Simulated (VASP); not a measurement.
Wanted: the native input for a VASP 6.6.1 run.

| Property | Result |
| --- | --- |
| Task | single point |
| Functional | SVWN5 |
| Potentials or basis | VASP PAW PBE potentials, release 64 (Al, N) |
| Cutoff | 520 eV |
| k mesh | 10 × 10 × 10 |
| Occupations | fermi-dirac, width 0.05 eV |
| Spin | no spin polarisation |
| Dipole correction | no |
| Further INCAR settings | ALGO = Normal; EDIFF = 1e-07; NBANDS = 11 |

The structure of AlN lies in POSCAR:

```
AlN
1.0
    0.0000000000      2.1394097525      2.1394097525
    2.1394097525      0.0000000000      2.1394097525
    2.1394097525      2.1394097525      0.0000000000
Al N
1 1
Direct
    0.0000000000      0.0000000000      0.0000000000
    0.2500000000      0.2500000000      0.2500000000
```

The input as run:

INCAR

```
SYSTEM = AlN
PREC = Accurate
ENCUT = 520
EDIFF = 1E-7
ISMEAR = -1
SIGMA = 0.05
LREAL = .FALSE.
LASPH = .TRUE.
NELM = 80
ALGO = Normal
ISIF = 2
LWAVE = .FALSE.
LCHARG = .FALSE.
GGA = VW
NBANDS = 11
```

KPOINTS

```
Automatic mesh
0
G
  10 10 10
  0 0 0
```

Potentials or basis: VASP PAW PBE potentials, release 64 (Al, N).

Run with:

```sh
$ cat potpaw_PBE.64/Al/POTCAR potpaw_PBE.64/N/POTCAR > POTCAR
$ mpirun -np 1 vasp_std > vasp.out
```

It gave:

The pressure is 11.1 GPa and the band gap on the k mesh is 3.26 eV, indirect (least direct gap 4.79 eV).

Caveat: the PAW data sets were made with another functional, which shifts forces and pressure a little.

It took 7 s on 1 thread of Intel Xeon 8259CL, with other jobs on the host, peak memory 0.12 GiB.
